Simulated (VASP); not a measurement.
Here is a VASP 6.6.1 calculation.

File INCAR:

```
SYSTEM = Mo16H
  PREC = Accurate
  ENCUT = 520
  EDIFF = 1E-7
  ISMEAR = 0
  SIGMA = 0.15
  LREAL = Auto
  LASPH = .TRUE.
  NELM = 80
  ALGO = Normal
  ISIF = 2
  LWAVE = .FALSE.
  LCHARG = .FALSE.
  GGA = PE
  NBANDS = 126
```

File KPOINTS:

```
regular mesh
0
G
  3 3 3
  0 0 0
```

File POSCAR:

```
Mo16H
1.0
    6.3000000000      0.0000000000      0.0000000000
    0.0000000000      6.3000000000      0.0000000000
    0.0000000000      0.0000000000      6.3000000000
Mo H
16 1
Direct
    0.0006606666     -0.0012863790      0.0000380058
    0.5073615816     -0.0095787098      0.0000394762
    0.0006636339      0.5011704326      0.0000380021
   -0.0015273886     -0.0019185023      0.5000403050
    0.2439575657      0.2499423878      0.2595538145
    0.5073582181      0.5094661363      0.0000395756
    0.5012562400     -0.0010734261      0.5000378105
    0.7506541624      0.2499446315      0.2512683060
   -0.0015225761      0.5018057678      0.5000403127
    0.2500603156      0.7499451421      0.2510568681
    0.2439606243      0.2499422888      0.7405264459
    0.5012536629      0.5009598903      0.5000378567
    0.7528433990      0.7499418928      0.2519047720
    0.7506520411      0.2499446353      0.7488122775
    0.2500621046      0.7499450917      0.7490217799
    0.7528401104      0.7499418822      0.7481738635
    0.3756800184      0.2499423680      0.0000410580
```

Potentials or basis: VASP PAW PBE potentials, release 64 (Mo_sv, H).

Run with:

```sh
$ cat potpaw_PBE.64/Mo_sv/POTCAR potpaw_PBE.64/H/POTCAR > POTCAR
$ mpirun -np 1 vasp_std > vasp.out
```

Question: Estimate the largest force.

Answer: 0.009 eV/Å.

Question: What does it give for the pressure?

Answer: 6.5 GPa.

Forces in eV/Å, atoms in the order of the input:
```
Mo   0.003  0.001  0.000
Mo   0.001  0.000  0.000
Mo   0.003 -0.001  0.000
Mo  -0.003 -0.007  0.000
Mo   0.000  0.000  0.001
Mo   0.001  0.000  0.000
Mo  -0.001  0.008  0.000
Mo  -0.003  0.000 -0.001
Mo  -0.003  0.007  0.000
Mo   0.001  0.000 -0.009
Mo   0.000  0.000 -0.001
Mo  -0.001 -0.008  0.000
Mo   0.002  0.000  0.006
Mo  -0.003  0.000  0.001
Mo   0.001  0.000  0.009
Mo   0.002  0.000 -0.006
H    0.000  0.000  0.000
```
